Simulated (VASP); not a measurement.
# ZnCu in VASP: a series of runs

ZnCu is run at these levels: PBEsol; tasks: single point.

Everything below comes from runs of VASP 6.6.1. Logs are shortened: lines on timing, memory, paths and dates and some standing lists are left out, and cuts for length are marked.

### Step 1. The cell of the first run

The typed cell holds 2 atoms: a = 2.945 Å, b = 2.945 Å, c = 2.945 Å, α = 90.00°, β = 90.00°, γ = 90.00°.

### Step 2. Single point, PBEsol (atoms moved at random)

Input file INCAR:

```
PREC = Accurate
ENCUT = 520
EDIFF = 1E-6
ISMEAR = -1
SIGMA = 0.05
LREAL = F
LASPH = T
NELM = 60
ALGO = Fast
ISIF = 2
LWAVE = F
LCHARG = T
GGA = PS
LELF = T
LVHAR = T
NBANDS = 18
```

Input file KPOINTS:

```
Automatic mesh
0
Gamma
  9 9 9
```

Input file POSCAR:

```
ZnCu
1.0
    2.9450000000      0.0000000000      0.0000000000
    0.0000000000      2.9450000000      0.0000000000
    0.0000000000      0.0000000000      2.9450000000
Zn Cu
1 1
Direct
    0.5111030000      0.5042410000      0.4952780000
   -0.0228300000     -0.0090300000      0.0035500000
```

Potentials or basis: VASP PAW PBE potentials, release 64 (Zn, Cu).

Started as:

```bash
$ cat potpaw_PBE.64/Zn/POTCAR potpaw_PBE.64/Cu/POTCAR > POTCAR
$ mpirun -np 1 vasp_std > vasp.out
```

OUTCAR:

```text
PREC = Accurate
   ENCUT = 520
   EDIFF = 1E-6
   ISMEAR = -1
   LREAL = F
   LASPH = T
   NELM = 60
   ISIF = 2
   GGA = PS

 ion  position               nearest neighbor table
   1  0.511  0.504  0.495-   2 2.46   2 2.49   2 2.50   2 2.53   2 2.57   2 2.60   2 2.62   2 2.65

   2  0.977  0.991  0.004-   1 2.46   1 2.49   1 2.50   1 2.53   1 2.57   1 2.60   1 2.62   1 2.65

  LATTYP: Found a simple cubic cell.
 ALAT       =     2.9450000000

  Lattice vectors:

 A1 = (   2.9450000000,   0.0000000000,   0.0000000000)
 A2 = (   0.0000000000,   2.9450000000,   0.0000000000)
 A3 = (   0.0000000000,   0.0000000000,   2.9450000000)

Analysis of symmetry for initial positions (statically):
=====================================================================
 Subroutine PRICEL returns:
 Original cell was already a primitive cell.

 Routine SETGRP: Setting up the symmetry group for a
 simple cubic supercell.

 Subroutine GETGRP returns: Found  1 space group operations
 (whereof  1 operations were pure point group operations)
 out of a pool of 48 trial point group operations.

The static configuration has the point symmetry C_1 .

Analysis of symmetry for dynamics (positions and initial velocities):
=====================================================================
 Subroutine PRICEL returns:
 Original cell was already a primitive cell.

 Routine SETGRP: Setting up the symmetry group for a
 simple cubic supercell.

 Subroutine GETGRP returns: Found  1 space group operations
 (whereof  1 operations were pure point group operations)
 out of a pool of 48 trial point group operations.

The dynamic configuration has the point symmetry C_1 .

 Subroutine INISYM returns: Found  1 space group operations
 (whereof  1 operations are pure point group operations),
 and found     1 'primitive' translations

----------------------------------------------------------------------------------------

                                     Primitive cell

  volume of cell :      25.5421

  direct lattice vectors                    reciprocal lattice vectors
     2.945000000  0.000000000  0.000000000     0.339558574  0.000000000  0.000000000
     0.000000000  2.945000000  0.000000000     0.000000000  0.339558574  0.000000000
     0.000000000  0.000000000  2.945000000     0.000000000  0.000000000  0.339558574

  length of vectors
     2.945000000  2.945000000  2.945000000     0.339558574  0.339558574  0.339558574

  position of ions in fractional coordinates (direct lattice)
     0.511103000  0.504241000  0.495278000
     0.977170000  0.990970000  0.003550000

  ion indices of the primitive-cell ions
   primitive index   ion index
                 1           1
                 2           2

----------------------------------------------------------------------------------------

 KPOINTS: Automatic mesh

Automatic generation of k-mesh.
 Grid dimensions read from file:
 generate k-points for:    9    9    9

 Generating k-lattice:

  Cartesian coordinates                     Fractional coordinates (reciprocal lattice)
     0.037728730  0.000000000  0.000000000     0.111111111  0.000000000  0.000000000
     0.000000000  0.037728730  0.000000000     0.000000000  0.111111111  0.000000000
     0.000000000  0.000000000  0.037728730     0.000000000  0.000000000  0.111111111

  Length of vectors
     0.037728730  0.037728730  0.037728730

  Shift w.r.t. Gamma in fractional coordinates (k-lattice)
     0.000000000  0.000000000  0.000000000

 Subroutine IBZKPT returns following result:
 ===========================================

 Found    365 irreducible k-points:

 Following reciprocal coordinates:
            Coordinates               Weight
  0.000000  0.000000  0.000000      1.000000
  0.111111  0.000000  0.000000      2.000000
  0.000000  0.111111  0.000000      2.000000
  0.000000  0.000000  0.111111      2.000000
  0.222222  0.000000  0.000000      2.000000
  0.000000  0.222222  0.000000      2.000000
[... 16 lines left out ...]
 -0.111111  0.222222  0.000000      2.000000
 -0.222222  0.000000  0.111111      2.000000
 [... further k-points ...]
   k-points           NKPTS =    365   k-points in BZ     NKDIM =    365   number of bands    NBANDS=     18
   number of dos      NEDOS =    301   number of ions     NIONS =      2
   total plane-waves  NPLWV =  13824
   dimension x,y,z NGX =    24 NGY =   24 NGZ =   24
   dimension x,y,z NGXF=    48 NGYF=   48 NGZF=   48
   ions per type =               1   1
   NGX,Y,Z   is equivalent  to a cutoff of  13.55, 13.55, 13.55 a.u.
   NGXF,Y,Z  is equivalent  to a cutoff of  27.10, 27.10, 27.10 a.u.
 SYSTEM =  unknown system
   PREC   = accura    normal or accurate (medium, high low for compatibility)
   ISTART =      0    job   : 0-new  1-cont  2-samecut
   ICHARG =      2    charge: 1-file 2-atom 10-const
   ISPIN  =      1    spin polarized calculation?
   LNONCOLLINEAR =      F non collinear calculations
   LSORBIT =      F    spin-orbit coupling
   LASPH  =      T    aspherical Exc in radial PAW
   ENCUT  =  520.0 eV  38.22 Ry    6.18 a.u.   5.48  5.48  5.48*2*pi/ulx,y,z
   NELM   =     60;   NELMIN=  2; NELMDL= -5     # of ELM steps
   EDIFF  = 0.1E-05   stopping-criterion for ELM
   LREAL  =      F    real-space projection
   EDIFFG = 0.1E-04   stopping-criterion for IOM
   NSW    =      0    number of steps for IOM
   IBRION =     -1    ionic relax: 0-MD 1-quasi-New 2-CG
   NFREE  =      0    steps in history (QN), initial steepest desc. (CG)
   ISIF   =      2    stress and relaxation
   ISYM   =      2    0-nonsym 1-usesym 2-fastsym
   POTIM  = 0.5000    time-step for ionic-motion
   TEBEG  =    0.0;   TEEND  =   0.0 temperature during run
   PSTRESS=    0.0 pullay stress
   NELECT =      23.0000    total number of electrons
   NUPDOWN=      -1.0000    fix difference up-down
   EMIN   =  10.00;   EMAX   =-10.00  energy-range for DOS
   EFERMI =   0.00;   METHOD = LEGACY
   ISMEAR =    -1;   SIGMA  =   0.05  broadening in eV -4-tet -1-fermi 0-gaus
   EFERMI_NEDOS =   21; number of points for ismear=-14 and -15
   IALGO  =     68    algorithm
   IMIX   =      4    mixing-type and parameters
     AMIX     =   0.40;   BMIX     =  1.00
     AMIX_MAG =   1.60;   BMIX_MAG =  1.00
  volume/ion in A,a.u.               =      12.77        86.18
  Fermi-wavevector in a.u.,A,eV,Ry     =   1.580880  2.987429 34.003415  2.499180
  Thomas-Fermi vector in A             =   2.681040
   LORBIT       =      0    0 simple, 1 ext, 2 COOP (PROOUT), +10 PAW based schemes
   GGA     = PS    functional components
   LHFCALC =     F    Hartree Fock is set to
   AEXX    =    0.0000 exact exchange contribution
   IVDW    =     0    specifies the selected vdW correction
   LEPSILON=     F    determine dielectric tensor
   LRPA    =     F    only Hartree local field effects (RPA)
 non-spin polarized calculation
 RMM-DIIS sequential band-by-band and
  energy-cutoff  :      520.00
  volume of cell :       25.54
 maximum number of plane-waves:       711
 NGX is ok and might be reduce to    24
   NGX = 11   NGY = 11   NGZ = 11

 number of electron      23.0000005 magnetization

 Free energy of the ion-electron system (eV)
  ---------------------------------------------------
  ext. energy  EPLUGINS =         0.00000000
  ---------------------------------------------------
  free energy    TOTEN  =        -6.04538004 eV

  energy without entropy =       -6.04107208  energy(sigma->0) =       -6.04322606

 E-fermi :   5.4161     XC(G=0): -12.5622

 val. band max:        5.3489401621   @ k =  -0.3333   0.3333   0.0000
 cond. band min:       5.5257277938   @ k =   0.2222  -0.4444   0.4444
 fundamental gap:      0.1767876317
 Fermi energy:         5.4161176393

 k-point     1 :       0.0000    0.0000    0.0000
  band No.  band energies     occupation
      1      -5.0030      2.00000
      2      -2.4652      2.00000
      3      -2.4573      2.00000
      4      -1.7705      2.00000
      5      -1.7588      2.00000
      6      -1.7576      2.00000
[... 10 lines left out ...]
     17      17.5627      0.00000
     18      28.8366      0.00000

 k-point     2 :       0.1111    0.0000    0.0000
  band No.  band energies     occupation
      1      -4.7806      2.00000
      2      -2.4397      2.00000
      3      -2.4095      2.00000
      4      -1.7821      2.00000
      5      -1.7785      2.00000
      6      -1.7561      2.00000
[... 10 lines left out ...]
     17      19.2172      0.00000
     18      26.8199      0.00000

 k-point     3 :       0.0000    0.1111    0.0000
  band No.  band energies     occupation
      1      -4.7801      2.00000
      2      -2.4353      2.00000
      3      -2.4143      2.00000
      4      -1.7882      2.00000
      5      -1.7785      2.00000
      6      -1.7507      2.00000
[... 10 lines left out ...]
     17      19.2645      0.00000
     18      26.8174      0.00000

 k-point     4 :       0.0000    0.0000    0.1111
  band No.  band energies     occupation
      1      -4.7801      2.00000
      2      -2.4347      2.00000
      3      -2.4149      2.00000
      4      -1.7893      2.00000
      5      -1.7779      2.00000
      6      -1.7504      2.00000
[... 375 lines left out ...]
      4      -1.8483      2.00000
      5      -1.8398      2.00000
      6      -1.7480      2.00000
[... 10 lines left out ...]
     17      21.0181      0.00000
     18      23.4364      0.00000

 k-point    23 :      -0.1111    0.2222    0.0000
  band No.  band energies     occupation
      1      -3.9273      2.00000
      2      -2.3403      2.00000
      3      -2.2460      2.00000
      4      -1.8473      2.00000
      5      -1.8412      2.00000
      6      -1.7475      2.00000
[... 10 lines left out ...]
     17      21.0097      0.00000
     18      23.4129      0.00000

 k-point    24 :      -0.2222    0.0000    0.1111
  band No.  band energies     occupation
      1      -3.9283      2.00000
      2      -2.3420      2.00000
      3      -2.2423      2.00000
      4      -1.8437      2.00000
      5      -1.8347      2.00000
      6      -1.7549      2.00000
[... 10 lines left out ...]
     17      20.9455      0.00000
     18      23.3900      0.00000

 [... further k-points ...]
[... 5 lines left out ...]
  --------------------------------------------------------------------------------------
  -------------------------------------------------------------------------------------
  Total       -0.5460691     -0.4740425     -0.4652445      0.0683885     -0.0174324     -0.0428031
  in kB      -34.2532907    -29.7352742    -29.1834014      4.2898055     -1.0934825     -2.6849119
  external PRESSURE =     -31.0573221 kB  Pullay stress =       0.0000000 kB

 VOLUME and BASIS-vectors are now :
 -----------------------------------------------------------------------------
  energy-cutoff  :      520.00
  volume of cell :       25.54
      direct lattice vectors                 reciprocal lattice vectors
     2.945000000  0.000000000  0.000000000     0.339558574  0.000000000  0.000000000
     0.000000000  2.945000000  0.000000000     0.000000000  0.339558574  0.000000000
     0.000000000  0.000000000  2.945000000     0.000000000  0.000000000  0.339558574

 POSITION                                       TOTAL-FORCE (eV/Angst)
 -----------------------------------------------------------------------------------
      1.50520      1.48499      1.45859        -0.458141     -0.186285      0.117105
      2.87777      2.91841      0.01045         0.458141      0.186285     -0.117105
 -----------------------------------------------------------------------------------
    total drift:                                0.000932      0.000011     -0.000749

  FREE ENERGIE OF THE ION-ELECTRON SYSTEM (eV)
  ---------------------------------------------------
  free  energy   TOTEN  =        -6.0453800411 eV

  energy  without entropy=       -6.0410720780  energy(sigma->0) =       -6.04322606
```

Wall time 71 s (1 thread of Intel Xeon Platinum 8559C (Emerald Rapids), shared host); peak memory 0.28 GiB.

What came out:

```yaml
Free_energy: -6.0454 eV
Pressure: -3.1 GPa
Largest_force: 0.508 eV/Å
```

Forces on the atoms (eV/Å):
```
Zn  -0.458 -0.186  0.117
Cu   0.458  0.186 -0.117
```

Stress tensor (GPa, compression positive):
```
-3.43  0.43 -0.27
 0.43 -2.97 -0.11
-0.27 -0.11 -2.92
```

Caveat: the cell differs from its parent crystal (atoms moved at random); the PAW data sets were made with another functional, which shifts forces and pressure a little.

### Step 3. Single point, PBEsol

This run uses another cell than the first one, of 10.59 Å³/atom, 0.829 times its volume.

Input file INCAR:

```
SYSTEM = ZnCu
PREC = Accurate ; ENCUT = 520
EDIFF = 1E-6 ; ISMEAR = -1
SIGMA = 0.05 ; LREAL = .False.
LASPH = .True. ; NELM = 100
ALGO = Normal ; ISIF = 2
LWAVE = .False. ; LCHARG = .False.
GGA = PS ; NBANDS = 18
```

Input file KPOINTS:

```
regular mesh
0
Gamma
  9 9 9
  0 0 0
```

Input file POSCAR:

```
ZnCu
1.0
    2.7669531977      0.0000000000      0.0000000000
    0.0000000000      2.7669531977      0.0000000000
    0.0000000000      0.0000000000      2.7669531977
Zn Cu
1 1
Direct
    0.5000000000      0.5000000000      0.5000000000
    0.0000000000      0.0000000000      0.0000000000
```

Potentials or basis: VASP PAW PBE potentials, release 64 (Zn, Cu).

Started as:

```bash
$ cat potpaw_PBE.64/Zn/POTCAR potpaw_PBE.64/Cu/POTCAR > POTCAR
$ mpirun -np 1 vasp_std > vasp.out
```

Run time: 12 s. Hardware: 1 thread of Intel Xeon Platinum 8488C (Sapphire Rapids), shared host; peak memory 0.14 GiB.

Results (log left out):

```
Free energy : -5.7829 eV
Pressure    : 31.0 GPa
```

Levels at points of the mesh, in eV from the Fermi level:
```
           k point  band 9  band 10  band 11  band 12  band 13  band 14
(0.00, 0.00, 0.00)   -3.14    -3.14    -3.14     6.84     6.84     6.84
```

Caveat: the PAW data sets were made with another functional, which shifts forces and pressure a little.

### Step 4. Single point, PBEsol

This run uses another cell than the first one, of 11.02 Å³/atom, 0.863 times its volume.

Input file INCAR:

```
ALGO = Normal ; EDIFF = 1E-7
ENCUT = 520 ; GGA = PS
ISIF = 2 ; ISMEAR = -1
LASPH = T ; LCHARG = F
LREAL = F ; LWAVE = F
NBANDS = 18 ; NELM = 100
PREC = Accurate ; SIGMA = 0.05
```

Input file KPOINTS:

```
k-points
0
Gamma
  9 9 9
```

Input file POSCAR:

```
ZnCu
1.0
    2.8040488966      0.0000000000      0.0000000000
    0.0000000000      2.8040488966      0.0000000000
    0.0000000000      0.0000000000      2.8040488966
Zn Cu
1 1
Direct
    0.5000000000      0.5000000000      0.5000000000
    0.0000000000      0.0000000000      0.0000000000
```

Started as:

```bash
$ cat potpaw_PBE.64/Zn/POTCAR potpaw_PBE.64/Cu/POTCAR > POTCAR
$ mpirun -np 1 vasp_std > vasp.out
```

Run time: 13 s. Hardware: 1 thread of Intel Xeon Platinum 8488C (Sapphire Rapids), shared host; peak memory 0.14 GiB.

The run converged. Its results:

| Item | Value |
| --- | --- |
| Free energy | -5.9224 eV |
| Pressure | 20.9 GPa |

Levels at points of the mesh, in eV from the Fermi level:
```
           k point  band 7  band 8  band 9  band 10  band 11  band 12  band 13  band 14  band 15  band 16
(0.00, 0.00, 0.00)   -4.08   -4.08   -3.06    -3.06    -3.06     6.68     6.68     6.68    12.19    12.19
```

Caveat: the PAW data sets were made with another functional, which shifts forces and pressure a little.

### Step 5. The runs side by side

```csv
cell,gap on the mesh (eV),pressure (GPa)
"a = 2.945 Å, 2 atoms",none,-3.1
"a = 2.767 Å, 2 atoms",none,31.0
"a = 2.804 Å, 2 atoms",none,20.9
```

Alike in all rows: task single point; level PBEsol; potentials or basis VASP PAW PBE potentials, release 64 (Zn, Cu); no spin polarisation; k mesh 9 × 9 × 9; cutoff (eV) 520; smearing fermi-dirac 0.05 eV.

Caveats: the PAW data sets were made with another functional, which shifts forces and pressure a little.

Total energies depend on the potentials used, so only differences within one code and one set of settings carry meaning.
